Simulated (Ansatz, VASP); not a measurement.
# Fe in VASP and in Ansatz

```
Fe
1.0
     2.53480    0.00000    0.00000
    -1.26740    2.19520    0.00000
     0.00000    0.00000    8.66164
Fe
4
Direct
  0.00000 0.00000 0.00000
  0.33333 0.66667 0.25000
  0.00000 0.00000 0.50000
  0.66667 0.33333 0.75000
```

Alike in both runs: functional PBE; k mesh 18 × 18 × 6; occupations gaussian, width 0.1 eV; collinear spin.

Ansatz relaxed the structure, and its values are those at the end. VASP's run is a single point on that final structure, the one shown.

```csv
,VASP,Ansatz
version,VASP 6.6.1,Ansatz 0.2.0
potentials or method,"VASP PAW PBE potentials, release 64 (Fe), cutoff 520 eV","scalar-relativistic, plane waves, PAW"
valence electrons in the cell,32,64
```

|  | VASP | Ansatz | Ansatz less VASP |
| --- | --- | --- | --- |
| gap on the k mesh at the Fermi level (eV) | none | none | - |
| pressure (GPa) | -0.2 | 0.0 | +0.23 |
| net moment per atom (μB) | 2.59 | 2.59 | -0.001 |
| size of the moment on the site where the two differ most (μB) | 2.58 | 2.61 | +0.038 |

Site moments also hang on the region over which each program counts them. A gap of «none» marks a metal or a gap that the smearing closes. The functional is the same, so the differences come from potentials, cutoffs and numerics. VASP's potentials hold 32 valence electrons a cell and Ansatz's 64, so a difference there can come from the potentials and not from the codes.
